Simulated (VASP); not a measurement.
# Hf5H in VASP: a series of runs

Hf5H is run at these levels: PBE+D3(BJ); tasks: single point.

Program: VASP 6.6.1. These are calculated values, not measurements. Logs are shortened: lines on timing, memory, paths and dates and some standing lists are left out, and cuts for length are marked.

## 1. The cell of the first run

The cell holds a slab with vacuum, 6 atoms: a = 4.956 Å, b = 4.956 Å, c = 21.133 Å, α = 90.00°, β = 90.00°, γ = 120.00°.

## 2. Single point, PBE+D3(BJ)

INCAR

```
  PREC = Accurate
  ENCUT = 520
  EDIFF = 1E-6
  ISMEAR = 0
  SIGMA = 0.1
  LREAL = F
  LASPH = T
  NELM = 80
  ALGO = Normal
  ISIF = 2
  LWAVE = F
  LCHARG = T
  LDIPOL = T
  IDIPOL = 3
  DIPOL = 0.5 0.5 0.313
  GGA = PE
  IVDW = 12
  LELF = T
  LVHAR = T
  LVACPOTAV = T
  NBANDS = 34
```

KPOINTS

```
Automatic mesh
0
Gamma
  6 6 1
```

POSCAR

```
Hf5H
1.0
    4.9564149667      0.0000000000      0.0000000000
   -2.4782074834      4.2923812729      0.0000000000
    0.0000000000      0.0000000000     21.1328376004
Hf H
5 1
Direct
    0.6666666667      0.3333333333      0.1892788879
    0.3333333333      0.6666666667      0.2371533849
    0.0000000000      0.0000000000      0.2763383880
    0.6666666667      0.3333333333      0.3164267596
    0.3333333333      0.6666666667      0.3706476976
    0.5555555556      1.1111111111      0.4889470026
```

Potentials or basis: VASP PAW PBE potentials, release 64 (Hf_pv, H).

On the command line:

```sh
cat potpaw_PBE.64/Hf_pv/POTCAR potpaw_PBE.64/H/POTCAR > POTCAR
mpirun -np 1 vasp_std > vasp.out
```

OUTCAR:

```text
PREC = Accurate
   ENCUT = 520
   EDIFF = 1E-6
   ISMEAR = 0
   LREAL = F
   LASPH = T
   NELM = 80
   ISIF = 2
   GGA = PE
   IVDW = 12
 IVDW          = 12

 ion  position               nearest neighbor table
   1  0.667  0.333  0.189-   4 2.69   2 3.04   2 3.04   2 3.04   3 3.40   3 3.40   3 3.40
   2  0.333  0.667  0.237-   5 2.82   3 2.98   3 2.98   3 2.98   1 3.04   1 3.04   1 3.04   4 3.32
                             4 3.32   4 3.32
   3  0.000  0.000  0.276-   2 2.98   2 2.98   2 2.98   4 2.98   4 2.98   4 2.98   1 3.40   1 3.40
                             1 3.40   5 3.49   5 3.49   5 3.49
   4  0.667  0.333  0.316-   1 2.69   3 2.98   3 2.98   3 2.98   5 3.08   5 3.08   5 3.08   2 3.32
                             2 3.32   2 3.32
   5  0.333  0.667  0.371-   2 2.82   4 3.08   4 3.08   4 3.08   3 3.49   3 3.49   3 3.49
   6  0.556  0.111  0.489-

  LATTYP: Found a hexagonal cell.
 ALAT       =     4.9564149667
 C/A-ratio  =     4.2637345223

  Lattice vectors:

 A1 = (   4.9564149667,   0.0000000000,   0.0000000000)
 A2 = (  -2.4782074834,   4.2923812729,   0.0000000000)
 A3 = (   0.0000000000,   0.0000000000,  21.1328376004)

Analysis of symmetry for initial positions (statically):
=====================================================================
 Subroutine PRICEL returns:
 Original cell was already a primitive cell.

 Routine SETGRP: Setting up the symmetry group for a
 hexagonal supercell.

 Subroutine GETGRP returns: Found  2 space group operations
 (whereof  2 operations were pure point group operations)
 out of a pool of 24 trial point group operations.

The static configuration has the point symmetry C_1h.

Analysis of symmetry for dynamics (positions and initial velocities):
=====================================================================
 Subroutine PRICEL returns:
 Original cell was already a primitive cell.

 Routine SETGRP: Setting up the symmetry group for a
 hexagonal supercell.

 Subroutine GETGRP returns: Found  2 space group operations
 (whereof  2 operations were pure point group operations)
 out of a pool of 24 trial point group operations.

The dynamic configuration has the point symmetry C_1h.

 Subroutine INISYM returns: Found  2 space group operations
 (whereof  2 operations are pure point group operations),
 and found     1 'primitive' translations

----------------------------------------------------------------------------------------

                                     Primitive cell

  volume of cell :     449.5974

  direct lattice vectors                    reciprocal lattice vectors
     4.956414967  0.000000000  0.000000000     0.201758732  0.116485458  0.000000000
    -2.478207483  4.292381273  0.000000000     0.000000000  0.232970917  0.000000000
     0.000000000  0.000000000 21.132837600     0.000000000  0.000000000  0.047319722

  length of vectors
     4.956414967  4.956414967 21.132837600     0.232970917  0.232970917  0.047319722

  position of ions in fractional coordinates (direct lattice)
     0.666666667  0.333333333  0.189278888
     0.333333333  0.666666667  0.237153385
     0.000000000  0.000000000  0.276338388
     0.666666667  0.333333333  0.316426760
     0.333333333  0.666666667  0.370647698
     0.555555556  0.111111111  0.488947003

  ion indices of the primitive-cell ions
   primitive index   ion index
                 1           1
                 2           2
                 3           3
                 4           4
                 5           5
                 6           6

----------------------------------------------------------------------------------------

 KPOINTS: Automatic mesh

Automatic generation of k-mesh.
 Grid dimensions read from file:
 generate k-points for:    6    6    1

 Generating k-lattice:

  Cartesian coordinates                     Fractional coordinates (reciprocal lattice)
     0.033626455  0.019414243  0.000000000     0.166666667  0.000000000  0.000000000
     0.000000000  0.038828486  0.000000000     0.000000000  0.166666667  0.000000000
     0.000000000  0.000000000  0.047319722     0.000000000  0.000000000  1.000000000

  Length of vectors
     0.038828486  0.038828486  0.047319722

  Shift w.r.t. Gamma in fractional coordinates (k-lattice)
     0.000000000  0.000000000  0.000000000

 Subroutine IBZKPT returns following result:
 ===========================================

 Found     13 irreducible k-points:

 Following reciprocal coordinates:
            Coordinates               Weight
  0.000000  0.000000  0.000000      1.000000
  0.166667  0.000000  0.000000      4.000000
  0.000000  0.166667  0.000000      2.000000
  0.333333  0.000000  0.000000      4.000000
  0.000000  0.333333  0.000000      2.000000
  0.500000  0.000000  0.000000      2.000000
  0.000000  0.500000  0.000000      1.000000
  0.166667  0.166667  0.000000      4.000000
 -0.333333  0.166667  0.000000      2.000000
  0.333333  0.166667  0.000000      4.000000
 -0.166667  0.500000  0.000000      4.000000
  0.500000  0.333333  0.000000      4.000000
  0.333333  0.333333  0.000000      2.000000
   k-points           NKPTS =     13   k-points in BZ     NKDIM =     13   number of bands    NBANDS=     34
   number of dos      NEDOS =    301   number of ions     NIONS =      6
   total plane-waves  NPLWV = 256000
   dimension x,y,z NGX =    40 NGY =   40 NGZ =  160
   dimension x,y,z NGXF=    80 NGYF=   80 NGZF=  320
   ions per type =               5   1
   NGX,Y,Z   is equivalent  to a cutoff of  13.42, 13.42, 12.59 a.u.
   NGXF,Y,Z  is equivalent  to a cutoff of  26.83, 26.83, 25.17 a.u.
 SYSTEM =  unknown system
   PREC   = accura    normal or accurate (medium, high low for compatibility)
   ISTART =      0    job   : 0-new  1-cont  2-samecut
   ICHARG =      2    charge: 1-file 2-atom 10-const
   ISPIN  =      1    spin polarized calculation?
   LNONCOLLINEAR =      F non collinear calculations
   LSORBIT =      F    spin-orbit coupling
   LASPH  =      T    aspherical Exc in radial PAW
   ENCUT  =  520.0 eV  38.22 Ry    6.18 a.u.   9.22  9.22 39.29*2*pi/ulx,y,z
   NELM   =     80;   NELMIN=  2; NELMDL= -5     # of ELM steps
   EDIFF  = 0.1E-05   stopping-criterion for ELM
   LREAL  =      F    real-space projection
   EDIFFG = 0.1E-04   stopping-criterion for IOM
   NSW    =      0    number of steps for IOM
   IBRION =     -1    ionic relax: 0-MD 1-quasi-New 2-CG
   NFREE  =      0    steps in history (QN), initial steepest desc. (CG)
   ISIF   =      2    stress and relaxation
   ISYM   =      2    0-nonsym 1-usesym 2-fastsym
   POTIM  = 0.5000    time-step for ionic-motion
   TEBEG  =    0.0;   TEEND  =   0.0 temperature during run
   PSTRESS=    0.0 pullay stress
   NELECT =      51.0000    total number of electrons
   NUPDOWN=      -1.0000    fix difference up-down
   EMIN   =  10.00;   EMAX   =-10.00  energy-range for DOS
   EFERMI =   0.00;   METHOD = LEGACY
   ISMEAR =     0;   SIGMA  =   0.10  broadening in eV -4-tet -1-fermi 0-gaus
   EFERMI_NEDOS =   21; number of points for ismear=-14 and -15
   IALGO  =     38    algorithm
   IMIX   =      4    mixing-type and parameters
     AMIX     =   0.40;   BMIX     =  1.00
     AMIX_MAG =   1.60;   BMIX_MAG =  1.00
  volume/ion in A,a.u.               =      74.93       505.67
  Fermi-wavevector in a.u.,A,eV,Ry     =   0.792484  1.497577  8.544871  0.628030
  Thomas-Fermi vector in A             =   1.898231
   LORBIT       =      0    0 simple, 1 ext, 2 COOP (PROOUT), +10 PAW based schemes
   GGA     = PE    functional components
   LHFCALC =     F    Hartree Fock is set to
   AEXX    =    0.0000 exact exchange contribution
   IVDW    =    12    specifies the selected vdW correction
   LEPSILON=     F    determine dielectric tensor
   LRPA    =     F    only Hartree local field effects (RPA)
 non-spin polarized calculation
 Gauss-broadening in eV      SIGMA  =   0.10
  energy-cutoff  :      520.00
  volume of cell :      449.60
 maximum number of plane-waves:     12126
 NGX is ok and might be reduce to    40
   NGX = 19   NGY = 19   NGZ = 79

 dipolmoment           0.000000      0.000000     -0.029659 electrons x Angstroem

 number of electron      51.0000004 magnetization

 dipolmoment           0.000000      0.000000      0.330492 electrons x Angstroem

 Free energy of the ion-electron system (eV)
  ---------------------------------------------------
  ext. energy  EPLUGINS =         0.00000000
  ---------------------------------------------------
  free energy    TOTEN  =       -45.41231096 eV

  energy without entropy =      -45.35616449  energy(sigma->0) =      -45.38423772

 E-fermi :  -2.2828     XC(G=0):  -4.0133

 val. band max:       -2.2887167758   @ k =   0.1667   0.1667   0.0000
 cond. band min:      -2.2770285985   @ k =   0.0000   0.5000   0.0000
 fundamental gap:      0.0116881773
 Fermi energy:        -2.2827729175

 k-point     1 :       0.0000    0.0000    0.0000
  band No.  band energies     occupation
      1     -33.7076      2.00000
      2     -33.6453      2.00000
      3     -33.6194      2.00000
      4     -33.5767      2.00000
      5     -33.3213      2.00000
      6     -33.3188      2.00000
[... 26 lines left out ...]
     33       0.4677      0.00000
     34       0.4885      0.00000

 k-point     2 :       0.1667    0.0000    0.0000
  band No.  band energies     occupation
      1     -33.7105      2.00000
      2     -33.6497      2.00000
      3     -33.6238      2.00000
      4     -33.5785      2.00000
      5     -33.3310      2.00000
      6     -33.3226      2.00000
[... 26 lines left out ...]
     33       0.1213      0.00000
     34       0.3319      0.00000

 k-point     3 :       0.0000    0.1667    0.0000
  band No.  band energies     occupation
      1     -33.7119      2.00000
      2     -33.6494      2.00000
      3     -33.6227      2.00000
      4     -33.5786      2.00000
      5     -33.3325      2.00000
      6     -33.3207      2.00000
[... 26 lines left out ...]
     33       0.1242      0.00000
     34       0.2957      0.00000

 k-point     4 :       0.3333    0.0000    0.0000
  band No.  band energies     occupation
      1     -33.7159      2.00000
      2     -33.6566      2.00000
      3     -33.6343      2.00000
      4     -33.5824      2.00000
      5     -33.3525      2.00000
      6     -33.3176      2.00000
[... 26 lines left out ...]
     33      -0.1182      0.00000
     34      -0.0335      0.00000

 k-point     5 :       0.0000    0.3333    0.0000
  band No.  band energies     occupation
      1     -33.7210      2.00000
      2     -33.6578      2.00000
      3     -33.6266      2.00000
      4     -33.5838      2.00000
      5     -33.3537      2.00000
      6     -33.3151      2.00000
[... 214 lines left out ...]
 k-point    11 :      -0.1667    0.5000    0.0000
  band No.  band energies     occupation
      1     -33.7233      2.00000
      2     -33.6588      2.00000
      3     -33.6314      2.00000
      4     -33.5886      2.00000
      5     -33.3554      2.00000
      6     -33.3099      2.00000
[... 26 lines left out ...]
     33      -0.4251      0.00000
     34      -0.2693      0.00000

 k-point    12 :       0.5000    0.3333    0.0000
  band No.  band energies     occupation
      1     -33.7186      2.00000
      2     -33.6582      2.00000
      3     -33.6367      2.00000
      4     -33.5887      2.00000
      5     -33.3545      2.00000
      6     -33.3119      2.00000
[... 26 lines left out ...]
     33      -0.3484      0.00000
     34      -0.1750      0.00000

 k-point    13 :       0.3333    0.3333    0.0000
  band No.  band energies     occupation
      1     -33.7214      2.00000
      2     -33.6571      2.00000
      3     -33.6369      2.00000
      4     -33.5929      2.00000
      5     -33.3526      2.00000
      6     -33.3054      2.00000
[... 26 lines left out ...]
     33      -0.5731      0.00000
     34      -0.3948      0.00000

------------------------ aborting loop because EDIFF is reached ----------------------------------------

 Edisp (eV)   -1.22122

 E8    (eV) :    -0.6760

  FORCE on cell =-STRESS in cart. coord.  units (eV):
  Direction    XX          YY          ZZ          XY          YZ          ZX
  --------------------------------------------------------------------------------------
  -------------------------------------------------------------------------------------
  Total      -3.50052    -4.99964    -2.10024     0.00000    -0.57786     0.00000
  in kB     -12.47439   -17.81664    -7.48439     0.00000    -2.05927     0.00000
  external pressure =      -12.59 kB  Pullay stress =        0.00 kB

 VOLUME and BASIS-vectors are now :
 -----------------------------------------------------------------------------
  energy-cutoff  :      520.00
  volume of cell :      449.60
      direct lattice vectors                 reciprocal lattice vectors
     4.956414967  0.000000000  0.000000000     0.201758732  0.116485458  0.000000000
    -2.478207483  4.292381273  0.000000000     0.000000000  0.232970917  0.000000000
     0.000000000  0.000000000 21.132837600     0.000000000  0.000000000  0.047319722

 POSITION                                       TOTAL-FORCE (eV/Angst)
 -----------------------------------------------------------------------------------
      2.47821      1.43079      4.00000        -0.000000      0.026057     -1.218789
     -0.00000      2.86159      5.01172        -0.000000      0.053961      1.061056
      0.00000      0.00000      5.83981         0.000000     -0.068015     -0.071259
      2.47821      1.43079      6.68700         0.000000     -0.194657      0.447922
     -0.00000      2.86159      7.83284        -0.000000      0.456323      1.136540
      2.47821      0.47693     10.33284         0.000000     -0.273669     -1.355471
 -----------------------------------------------------------------------------------
    total drift:                               -0.000000      0.000034     -0.000491

  FREE ENERGIE OF THE ION-ELECTRON SYSTEM (eV)
  ---------------------------------------------------
  free  energy   TOTEN  =       -46.6335326395 eV

  energy  without entropy=      -46.5773861627  energy(sigma->0) =      -46.60545940

 vacuum level on the upper side and lower side of the slab         3.930         1.119
```

Wall time 9.5 min (1 thread of Intel Xeon Platinum 8259CL at 2.50GHz (Skylake/Cascade Lake), shared host); peak memory 0.64 GiB.

What came out:

```
Free energy                : -46.6335 eV
Largest force              : 1.383 eV/Å
Dispersion energy per atom : -0.204 eV
```

Forces on the atoms (eV/Å):
```
Hf   0.000  0.026 -1.219
Hf   0.000  0.054  1.061
Hf   0.000 -0.068 -0.071
Hf   0.000 -0.195  0.448
Hf   0.000  0.456  1.137
H    0.000 -0.274 -1.355
```

Caveat: spin-orbit coupling is left out, which moves the levels of the heavy elements.

## 3. Single point, PBE+D3(BJ)

INCAR

```
  PREC = Accurate
  ENCUT = 520
  EDIFF = 1E-6
  ISMEAR = 0
  SIGMA = 0.1
  LREAL = False
  LASPH = True
  NELM = 80
  ALGO = Normal
  ISIF = 2
  LWAVE = False
  LCHARG = False
  LDIPOL = True
  IDIPOL = 3
  DIPOL = 0.5 0.5 0.313
  GGA = PE
  IVDW = 12
  NBANDS = 34
```

KPOINTS

```
regular mesh
0
Gamma
  6 6 1
```

POSCAR: that of step 2 with these lines changed.

```diff
@@ -13,2 +13,2 @@
     0.3333333333      0.6666666667      0.3706476976
-    0.5555555556      1.1111111111      0.4889470026
+    0.7777777778      0.8888888889      0.4889470026
```

Potentials or basis: VASP PAW PBE potentials, release 64 (Hf_pv, H).

On the command line:

```sh
cat potpaw_PBE.64/Hf_pv/POTCAR potpaw_PBE.64/H/POTCAR > POTCAR
mpirun -np 1 vasp_std > vasp.out
```

Run time: 8.3 min. Hardware: 1 thread of Intel Xeon Platinum 8259CL at 2.50GHz (Skylake/Cascade Lake), shared host; peak memory 0.64 GiB.

It converged, with:

* Free energy: -46.3934 eV
* Largest force: 1.321 eV/Å
* Dispersion energy per atom: -0.203 eV

Forces on the atoms (eV/Å):
```
Hf   0.040  0.023 -1.009
Hf   0.021  0.012  1.102
Hf  -0.046 -0.027  0.003
Hf  -0.133 -0.077 -0.160
Hf   0.556  0.321  1.155
H   -0.437 -0.253 -1.092
```

Levels at points of the mesh, in eV from the Fermi level:
```csv
k point,band 23,band 24,band 25,band 26,band 27,band 28,band 29,band 30
"(0.00, 0.00, 0.00)",-0.74,-0.34,-0.28,-0.22,-0.01,0.00,0.26,1.04
"(0.50, 0.00, 0.00)",-0.79,-0.37,-0.17,-0.03,0.09,0.10,0.53,1.07
"(0.00, 0.50, 0.00)",-0.54,-0.29,-0.16,-0.03,0.04,0.11,0.34,1.01
```

Caveat: spin-orbit coupling is left out, which moves the levels of the heavy elements.

[end of part 1 of 2]
